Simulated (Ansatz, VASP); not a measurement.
# Two plane-wave programs on MgS

```xyz
2
Lattice="0.0000 2.8309 2.8309 2.8309 0.0000 2.8309 2.8309 2.8309 0.0000" Properties=species:S:1:pos:R:3 pbc="T T T"
Mg    0.0000    0.0000    0.0000
S     4.2463    4.2463    4.2463
```

Alike in both runs: task single point; functional HSE06; k mesh 4 × 4 × 4; occupations methfessel-paxton of order 1, width 0.2 eV; no spin polarisation.

```csv
,VASP,Ansatz
version,VASP 6.6.1,Ansatz 0.2.0
potentials or method,"VASP PAW PBE potentials, release 64 (Mg, S)",plane waves
plane-wave cutoff (eV),520,420
valence electrons in the cell,8,16
```

```csv
,VASP,Ansatz,Ansatz less VASP
gap on the k mesh at the Fermi level (eV),4.51,4.53,+0.024
pressure (GPa),-0.1,0.1,+0.19
```

The functional is the same, so the differences come from potentials, cutoffs and numerics. VASP's potentials hold 8 valence electrons a cell and Ansatz's 16, so a difference there can come from the potentials and not from the codes. Ansatz's warnings: stress exchange threshold loose, stress scf threshold loose.

The k mesh is coarse, so the values compare programs but aren't converged.
